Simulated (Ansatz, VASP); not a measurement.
# Na: VASP beside Ansatz

The input INCAR:

```
  PREC = Accurate
  ENCUT = 520
  EDIFF = 1E-7
  ISMEAR = 0
  SIGMA = 0.15
  LREAL = False
  LASPH = True
  NELM = 80
  ALGO = Fast
  ISIF = 2
  LWAVE = False
  LCHARG = False
  GGA = PS
  NBANDS = 10
```

Contents of KPOINTS:

```
regular mesh
0
Gamma
  16 16 16
```

The input POSCAR:

```
Na
1.0
   -2.1175000000      2.1175000000      2.1175000000
    2.1175000000     -2.1175000000      2.1175000000
    2.1175000000      2.1175000000     -2.1175000000
Na
1
Direct
    0.0000000000      0.0000000000      0.0000000000
```

Input for Ansatz:

```yaml
crystal:
  lattice:
    - [-2.1175, 2.1175, 2.1175]
    - [2.1175, -2.1175, 2.1175]
    - [2.1175, 2.1175, -2.1175]
  atoms:
    - { symbol: Na, position: [0.0, 0.0, 0.0] }
basis:
  ecutwfc: 420
kpoints:
  mp_grid: { grid: [16, 16, 16] }
hamiltonian:
  xc: pbesol
scf:
  occupations: { method: gaussian, width: 0.15 }
output:
  forces: true
  stress: true
  eigenvalues: true
```

Alike in both runs: task single point; functional PBEsol; k mesh 16 × 16 × 16; occupations gaussian, width 0.15 eV; no spin polarisation.

```csv
,VASP,Ansatz
version,VASP 6.6.1,Ansatz 0.2.0
potentials or method,"VASP PAW PBE potentials, release 64 (Na_pv), cutoff 520 eV","scalar-relativistic, plane waves, PAW"
valence electrons in the cell,7,9
```

```csv
,VASP,Ansatz,Ansatz less VASP
gap on the k mesh at the Fermi level (eV),none,none,-
pressure (GPa),-0.3,-0.3,-0.03
```

VASP's potentials were made for PBE, not for PBEsol. A gap of «none» marks a metal or a gap that the smearing closes. With one functional, cell and mesh, what is left measures potentials, basis and numerics. VASP's potentials hold 7 valence electrons a cell and Ansatz's 9, so a difference there can come from the potentials and not from the codes.
